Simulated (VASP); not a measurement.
# TePb (Fm-3m) in VASP: notebook, part 2 of 2

VASP 6.6.1. Earlier steps stand in the parts before.

## 3. Single point, r2SCAN+D4

This run uses another cell than the first one, of 35.08 Å³/atom, 1.020 times its volume.

POSCAR

```
TePb
1.0
    0.0000000000      3.2735180337      3.2735180337
    3.2735180337      0.0000000000      3.2735180337
    3.2735180337      3.2735180337      0.0000000000
Pb Te
1 1
Direct
    0.0000000000      0.0000000000      0.0000000000
    0.5000000000      0.5000000000      0.5000000000
```

INCAR.step1

```
SYSTEM = TePb
PREC = Accurate
ENCUT = 520
ISMEAR = -1
SIGMA = 0.05
LREAL = .False.
LASPH = .True.
NELM = 80
NBANDS = 17
GGA = PE
ALGO = Normal
EDIFF = 1E-4
LWAVE = .True.
LCHARG = .False.
```

INCAR.step2

```
SYSTEM = TePb
PREC = Accurate
ENCUT = 520
EDIFF = 1E-7
ISMEAR = -1
SIGMA = 0.05
LREAL = .False.
LASPH = .True.
NELM = 80
ALGO = Normal
ISIF = 2
LWAVE = .False.
LCHARG = .False.
METAGGA = R2SCAN
LMIXTAU = .True.
IVDW = 13
VDW_S6 = 1.0
VDW_S8 = 0.6018749
VDW_A1 = 0.51559235
VDW_A2 = 5.77342911
NBANDS = 17
ISTART = 1
```

KPOINTS

```
regular mesh
0
Gamma
  7 7 7
  0 0 0
```

Potentials or basis: VASP PAW PBE potentials, release 64 (Pb_d, Te).

Launch:

```
cat potpaw_PBE.64/Pb_d/POTCAR potpaw_PBE.64/Te/POTCAR > POTCAR
cp INCAR.step1 INCAR
mpirun -np 1 vasp_std > vasp.out
cp INCAR.step2 INCAR
mpirun -np 1 vasp_std > vasp.out
```

OUTCAR:

```text
SYSTEM = TePb
   PREC = Accurate
   ENCUT = 520
   EDIFF = 1E-7
   ISMEAR = -1
   LREAL = .False.
   LASPH = .True.
   NELM = 80
   ISIF = 2
   METAGGA = R2SCAN
   IVDW = 13
   ISTART = 1

 ion  position               nearest neighbor table
   1  0.000  0.000  0.000-   2 3.27   2 3.27   2 3.27   2 3.27   2 3.27   2 3.27
   2  0.500  0.500  0.500-   1 3.27   1 3.27   1 3.27   1 3.27   1 3.27   1 3.27

  LATTYP: Found a face centered cubic cell.
 ALAT       =     6.5470360674

  Lattice vectors:

 A1 = (   0.0000000000,   3.2735180337,   3.2735180337)
 A2 = (   3.2735180337,   0.0000000000,   3.2735180337)
 A3 = (   3.2735180337,   3.2735180337,   0.0000000000)

Analysis of symmetry for initial positions (statically):
=====================================================================
 Subroutine PRICEL returns:
 Original cell was already a primitive cell.

 Routine SETGRP: Setting up the symmetry group for a
 face centered cubic supercell.

 Subroutine GETGRP returns: Found 48 space group operations
[... 9 lines left out ...]

 Routine SETGRP: Setting up the symmetry group for a
 face centered cubic supercell.

 Subroutine GETGRP returns: Found 48 space group operations
[... 11 lines left out ...]
                                     Primitive cell

  volume of cell :      70.1575

  direct lattice vectors                    reciprocal lattice vectors
     0.000000000  3.273518034  3.273518034    -0.152740872  0.152740872  0.152740872
     3.273518034  0.000000000  3.273518034     0.152740872 -0.152740872  0.152740872
     3.273518034  3.273518034  0.000000000     0.152740872  0.152740872 -0.152740872

  length of vectors
     4.629453600  4.629453600  4.629453600     0.264554951  0.264554951  0.264554951

  position of ions in fractional coordinates (direct lattice)
     0.000000000  0.000000000  0.000000000
     0.500000000  0.500000000  0.500000000

  ion indices of the primitive-cell ions
   primitive index   ion index
                 1           1
                 2           2

----------------------------------------------------------------------------------------

 KPOINTS: regular mesh

Automatic generation of k-mesh.
 Grid dimensions read from file:
 generate k-points for:    7    7    7

 Generating k-lattice:

  Cartesian coordinates                     Fractional coordinates (reciprocal lattice)
    -0.021820125  0.021820125  0.021820125     0.142857143  0.000000000  0.000000000
     0.021820125 -0.021820125  0.021820125     0.000000000  0.142857143  0.000000000
     0.021820125  0.021820125 -0.021820125     0.000000000  0.000000000  0.142857143

  Length of vectors
     0.037793564  0.037793564  0.037793564

  Shift w.r.t. Gamma in fractional coordinates (k-lattice)
     0.000000000  0.000000000  0.000000000

 Subroutine IBZKPT returns following result:
 ===========================================

 Found     20 irreducible k-points:

 Following reciprocal coordinates:
            Coordinates               Weight
  0.000000  0.000000  0.000000      1.000000
  0.142857  0.000000  0.000000      8.000000
  0.285714  0.000000  0.000000      8.000000
  0.428571  0.000000  0.000000      8.000000
  0.142857  0.142857  0.000000      6.000000
  0.285714  0.142857  0.000000     24.000000
[... 12 lines left out ...]
 -0.428571  0.428571  0.142857     24.000000
 -0.285714  0.428571  0.142857     24.000000
   k-points           NKPTS =     20   k-points in BZ     NKDIM =     20   number of bands    NBANDS=     17
   number of dos      NEDOS =    301   number of ions     NIONS =      2
   total plane-waves  NPLWV =  46656
   dimension x,y,z NGX =    36 NGY =   36 NGZ =   36
   dimension x,y,z NGXF=    72 NGYF=   72 NGZF=   72
   ions per type =               1   1
   NGX,Y,Z   is equivalent  to a cutoff of  12.93, 12.93, 12.93 a.u.
   NGXF,Y,Z  is equivalent  to a cutoff of  25.86, 25.86, 25.86 a.u.
 SYSTEM =  TePb
   PREC   = accura    normal or accurate (medium, high low for compatibility)
   ISTART =      1    job   : 0-new  1-cont  2-samecut
   ICHARG =      0    charge: 1-file 2-atom 10-const
   ISPIN  =      1    spin polarized calculation?
   LNONCOLLINEAR =      F non collinear calculations
   LSORBIT =      F    spin-orbit coupling
   LASPH  =      T    aspherical Exc in radial PAW
   ENCUT  =  520.0 eV  38.22 Ry    6.18 a.u.   8.61  8.61  8.61*2*pi/ulx,y,z
   NELM   =     80;   NELMIN=  2; NELMDL=  0     # of ELM steps
   EDIFF  = 0.1E-06   stopping-criterion for ELM
   LREAL  =      F    real-space projection
   EDIFFG = 0.1E-05   stopping-criterion for IOM
   NSW    =      0    number of steps for IOM
   IBRION =     -1    ionic relax: 0-MD 1-quasi-New 2-CG
   NFREE  =      0    steps in history (QN), initial steepest desc. (CG)
   ISIF   =      2    stress and relaxation
   ISYM   =      2    0-nonsym 1-usesym 2-fastsym
   POTIM  = 0.5000    time-step for ionic-motion
   TEBEG  =    0.0;   TEEND  =   0.0 temperature during run
   PSTRESS=    0.0 pullay stress
   NELECT =      20.0000    total number of electrons
   NUPDOWN=      -1.0000    fix difference up-down
   EMIN   =  10.00;   EMAX   =-10.00  energy-range for DOS
   EFERMI =   0.00;   METHOD = LEGACY
   ISMEAR =    -1;   SIGMA  =   0.05  broadening in eV -4-tet -1-fermi 0-gaus
   EFERMI_NEDOS =   21; number of points for ismear=-14 and -15
   IALGO  =     38    algorithm
   IMIX   =      4    mixing-type and parameters
     AMIX     =   0.40;   BMIX     =  1.00
     AMIX_MAG =   1.60;   BMIX_MAG =  1.00
  volume/ion in A,a.u.               =      35.08       236.72
  Fermi-wavevector in a.u.,A,eV,Ry     =   1.077441  2.036068 15.794714  1.160879
  Thomas-Fermi vector in A             =   2.213353
   LORBIT       =      0    0 simple, 1 ext, 2 COOP (PROOUT), +10 PAW based schemes
   METAGGA = R2SCAN    functional components
   LHFCALC =     F    Hartree Fock is set to
   AEXX    =    0.0000 exact exchange contribution
   IVDW    =    13    specifies the selected vdW correction
   LEPSILON=     F    determine dielectric tensor
   LRPA    =     F    only Hartree local field effects (RPA)
 non-spin polarized calculation
  energy-cutoff  :      520.00
  volume of cell :       70.16
 maximum number of plane-waves:      1917
   NGX = 17   NGY = 17   NGZ = 17

 number of electron      20.0000001 magnetization

 Free energy of the ion-electron system (eV)
  ---------------------------------------------------
  ext. energy  EPLUGINS =         0.00000000
  ---------------------------------------------------
  free energy    TOTEN  =       -82.70650752 eV

  energy without entropy =      -82.70650739  energy(sigma->0) =      -82.70650745

 E-fermi :   5.5877     XC(G=0):  -9.6281

 val. band max:        4.9174481096   @ k =   0.4286   0.0000   0.0000
 cond. band min:       6.2479344514   @ k =   0.4286   0.0000   0.0000
 fundamental gap:      1.3304863418
 Fermi energy:         5.5877470745

 k-point     1 :       0.0000    0.0000    0.0000
  band No.  band energies     occupation
      1     -12.3059      2.00000
      2     -12.3059      2.00000
      3     -12.2972      2.00000
      4     -12.2972      2.00000
      5     -12.2972      2.00000
      6      -7.1767      2.00000
[... 9 lines left out ...]
     16      11.2805      0.00000
     17      12.9574      0.00000

 k-point     2 :       0.1429    0.0000    0.0000
  band No.  band energies     occupation
      1     -12.3081      2.00000
      2     -12.3081      2.00000
      3     -12.2967      2.00000
      4     -12.2948      2.00000
      5     -12.2948      2.00000
      6      -7.0033      2.00000
[... 9 lines left out ...]
     16      11.6591      0.00000
     17      14.1593      0.00000

 k-point     3 :       0.2857    0.0000    0.0000
  band No.  band energies     occupation
      1     -12.3139      2.00000
      2     -12.3139      2.00000
      3     -12.2957      2.00000
      4     -12.2885      2.00000
      5     -12.2885      2.00000
      6      -6.5151      2.00000
[... 312 lines left out ...]
 k-point    19 :      -0.4286    0.4286    0.1429
  band No.  band energies     occupation
      1     -12.3498      2.00000
      2     -12.3032      2.00000
      3     -12.2996      2.00000
      4     -12.2814      2.00000
      5     -12.2763      2.00000
      6      -5.5428      2.00000
[... 9 lines left out ...]
     16      15.6491      0.00000
     17      16.4551      0.00000

 k-point    20 :      -0.2857    0.4286    0.1429
  band No.  band energies     occupation
      1     -12.3442      2.00000
      2     -12.3081      2.00000
      3     -12.2932      2.00000
      4     -12.2872      2.00000
      5     -12.2764      2.00000
      6      -5.4178      2.00000
[... 9 lines left out ...]
     16      15.8342      0.00000
     17      16.2734      0.00000

------------------------ aborting loop because EDIFF is reached ----------------------------------------

  DFT-D4 for vdW energy calculation

  Edisp (eV):   -0.27830

  FORCE on cell =-STRESS in cart. coord.  units (eV):
  Direction    XX          YY          ZZ          XY          YZ          ZX
  --------------------------------------------------------------------------------------
  -------------------------------------------------------------------------------------
  Total      -0.28688    -0.28688    -0.28688     0.00000    -0.00000     0.00000
  in kB      -6.55151    -6.55151    -6.55151     0.00000    -0.00000     0.00000
  external pressure =       -6.55 kB  Pullay stress =        0.00 kB

 VOLUME and BASIS-vectors are now :
 -----------------------------------------------------------------------------
  energy-cutoff  :      520.00
  volume of cell :       70.16
      direct lattice vectors                 reciprocal lattice vectors
     0.000000000  3.273518034  3.273518034    -0.152740872  0.152740872  0.152740872
     3.273518034  0.000000000  3.273518034     0.152740872 -0.152740872  0.152740872
     3.273518034  3.273518034  0.000000000     0.152740872  0.152740872 -0.152740872

 POSITION                                       TOTAL-FORCE (eV/Angst)
 -----------------------------------------------------------------------------------
      0.00000      0.00000      0.00000        -0.000000     -0.000000     -0.000000
      3.27352      3.27352      3.27352         0.000000      0.000000      0.000000
 -----------------------------------------------------------------------------------
    total drift:                               -0.000000      0.000000      0.000000

  FREE ENERGIE OF THE ION-ELECTRON SYSTEM (eV)
  ---------------------------------------------------
  free  energy   TOTEN  =       -82.9848044236 eV

  energy  without entropy=      -82.9848042969  energy(sigma->0) =      -82.98480436
```

Wall time 3 min (1 thread of AMD EPYC 7R43 (Zen 3), shared host); peak memory 0.19 GiB.

What came out:

```yaml
Free_energy: -82.9848 eV
Pressure: -0.7 GPa
Dispersion_energy_per_atom: -0.139 eV
```

Caveat: this odd mesh misses L, where the gap lies, so gap, dielectric constants and Born charges aren't listed; the PAW data sets were made with another functional, which shifts forces and pressure a little; spin-orbit coupling is left out, which moves the levels of the heavy elements.

## 4. Single point, r2SCAN

This run uses another cell than the first one, of 34.90 Å³/atom, 1.014 times its volume.

POSCAR

```
TePb
1.0
    0.0000000000      3.2679141604      3.2679141604
    3.2679141604      0.0000000000      3.2679141604
    3.2679141604      3.2679141604      0.0000000000
Pb Te
1 1
Direct
    0.0000000000      0.0000000000      0.0000000000
    0.5000000000      0.5000000000      0.5000000000
```

INCAR.step1

```
  PREC = Accurate
  ENCUT = 520
  ISMEAR = -1
  SIGMA = 0.05
  LREAL = False
  LASPH = True
  NELM = 100
  NBANDS = 17
  GGA = PE
  ALGO = Normal
  EDIFF = 1E-4
  LWAVE = True
  LCHARG = False
```

INCAR.step2

```
  PREC = Accurate
  ENCUT = 520
  EDIFF = 1E-7
  ISMEAR = -1
  SIGMA = 0.05
  LREAL = False
  LASPH = True
  NELM = 100
  ALGO = Normal
  ISIF = 2
  LWAVE = False
  LCHARG = True
  METAGGA = R2SCAN
  LMIXTAU = True
  LELF = True
  LVHAR = True
  NBANDS = 17
  ISTART = 1
```

KPOINTS

```
regular mesh
0
Gamma
  7 7 7
```

Launch:

```
cat potpaw_PBE.64/Pb_d/POTCAR potpaw_PBE.64/Te/POTCAR > POTCAR
cp INCAR.step1 INCAR
mpirun -np 1 vasp_std > vasp.out
cp INCAR.step2 INCAR
mpirun -np 1 vasp_std > vasp.out
```

Run time: 3 min. Hardware: 1 thread of AMD EPYC 7R43 (Zen 3), shared host; peak memory 0.18 GiB.

It converged, with:

```
Free energy : -82.7067 eV
Pressure    : 0.0 GPa
```

Levels at points of the mesh, in eV from the Fermi level:
```csv
k point,band 8,band 9,band 10,band 11,band 12,band 13
"(0.00, 0.00, 0.00)",-1.94,-1.94,-1.94,3.73,3.73,3.73
```

Caveat: this odd mesh misses L, where the gap lies, so gap, dielectric constants and Born charges aren't listed; the PAW data sets were made with another functional, which shifts forces and pressure a little; spin-orbit coupling is left out, which moves the levels of the heavy elements.

## 5. Single point, r2SCAN+D4

This run uses another cell than the first one, of 35.75 Å³/atom, 1.039 times its volume.

POSCAR

```
TePb
1.0
    0.0000000000      3.2943690292      3.2943690292
    3.2943690292      0.0000000000      3.2943690292
    3.2943690292      3.2943690292      0.0000000000
Pb Te
1 1
Direct
    0.0000000000      0.0000000000      0.0000000000
    0.5000000000      0.5000000000      0.5000000000
```

INCAR.step1

```
ALGO = Normal ; EDIFF = 1E-4
ENCUT = 520 ; GGA = PE
ISMEAR = -1 ; LASPH = T
LCHARG = F ; LREAL = F
LWAVE = T ; NBANDS = 17
NELM = 100 ; PREC = Accurate
SIGMA = 0.05
```

INCAR.step2

```
ALGO = Normal ; EDIFF = 1E-6
ENCUT = 520 ; ISIF = 2
ISMEAR = -1 ; ISTART = 1
IVDW = 13 ; LASPH = T
LCHARG = F ; LMIXTAU = T
LREAL = F ; LWAVE = F
METAGGA = R2SCAN ; NBANDS = 17
NELM = 100 ; PREC = Accurate
SIGMA = 0.05 ; VDW_A1 = 0.51559235
VDW_A2 = 5.77342911 ; VDW_S6 = 1.0
VDW_S8 = 0.6018749
```

KPOINTS

```
k-points
0
Gamma
  7 7 7
```

Launch:

```
cat potpaw_PBE.64/Pb_d/POTCAR potpaw_PBE.64/Te/POTCAR > POTCAR
cp INCAR.step1 INCAR
mpirun -np 1 vasp_std > vasp.out
cp INCAR.step2 INCAR
mpirun -np 1 vasp_std > vasp.out
```

Wall time 2.6 min (1 thread of AMD EPYC 7R43 (Zen 3), shared host); peak memory 0.19 GiB.

It converged, with:

| Property | Result |
| --- | --- |
| Free energy | -82.9779 eV |
| Pressure | -1.0 GPa |
| Dispersion energy per atom | -0.138 eV |

Levels at points of the mesh, in eV from the Fermi level:
```csv
k point,band 7,band 8,band 9,band 10,band 11,band 12,band 13,band 14
"(0.00, 0.00, 0.00)",-6.39,-1.86,-1.86,-1.86,3.68,3.68,3.68,5.72
```

Caveat: this odd mesh misses L, where the gap lies, so gap, dielectric constants and Born charges aren't listed; the PAW data sets were made with another functional, which shifts forces and pressure a little; spin-orbit coupling is left out, which moves the levels of the heavy elements.

## 6. The runs side by side

| level | cell | pressure (GPa) |
| --- | --- | --- |
| r2SCAN+D4 | a = 4.600 Å, angles 60.0°, 2 atoms | 0.0 |
| r2SCAN+D4 | a = 4.629 Å, angles 60.0°, 2 atoms | -0.7 |
| r2SCAN | a = 4.622 Å, angles 60.0°, 2 atoms | 0.0 |
| r2SCAN+D4 | a = 4.659 Å, angles 60.0°, 2 atoms | -1.0 |

Alike in all rows: task single point; potentials or basis VASP PAW PBE potentials, release 64 (Pb_d, Te); no spin polarisation; k mesh 7 × 7 × 7; cutoff (eV) 520; smearing fermi-dirac 0.05 eV.

Caveats: the PAW data sets were made with another functional, which shifts forces and pressure a little; spin-orbit coupling is left out, which moves the levels of the heavy elements.

Total energies depend on the potentials used, so only differences within one code and one set of settings carry meaning.
